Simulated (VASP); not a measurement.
Write the native input for VASP 6.6.1 that does the following.

- Task: single point
- Functional: PBEsol
- Potentials or basis: VASP PAW PBE potentials, release 64 (Al, Ru_pv)
- Cutoff: 520 eV
- k mesh: 8 × 8 × 8
- Occupations: gaussian, width 0.1 eV
- Spin: no spin polarisation
- Dipole correction: no
- Further INCAR settings: ALGO = Normal; EDIFF = 1e-07; NBANDS = 26

The structure of Al3Ru2 lies in POSCAR:

```
Al3Ru2
1.0
   -1.5389008750      1.5389008750      7.1431020300
    1.5389008750     -1.5389008750      7.1431020300
    1.5389008750      1.5389008750     -7.1431020300
Al Ru
3 2
Direct
    0.0000000000      0.0000000000      0.0000000000
    0.8061846200      0.8061846200      0.0000000000
    0.1938153800      0.1938153800      0.0000000000
    0.6058685700      0.6058685700      0.0000000000
    0.3941314300      0.3941314300      0.0000000000
```

The input as run:

INCAR

```
PREC = Accurate
ENCUT = 520
EDIFF = 1E-7
ISMEAR = 0
SIGMA = 0.1
LREAL = False
LASPH = True
NELM = 80
ALGO = Normal
ISIF = 2
LWAVE = False
LCHARG = False
GGA = PS
NBANDS = 26
```

KPOINTS

```
Automatic mesh
0
Gamma
  8 8 8
```

Potentials or basis: VASP PAW PBE potentials, release 64 (Al, Ru_pv).

Command:

```sh
$ cat potpaw_PBE.64/Al/POTCAR potpaw_PBE.64/Ru_pv/POTCAR > POTCAR
$ mpirun -np 1 vasp_std > vasp.out
```

It gave:

* Pressure: -1.0 GPa
* Largest force: 0.082 eV/Å

Caveat: the k points lie up to 0.36 Å⁻¹ apart; the PAW data sets were made with another functional, which shifts forces and pressure a little.

Wall time 3.8 min on 1 thread of AMD EPYC 9R45 96-Core Processor (Zen 5), with other jobs on the host, peak memory 0.41 GiB.
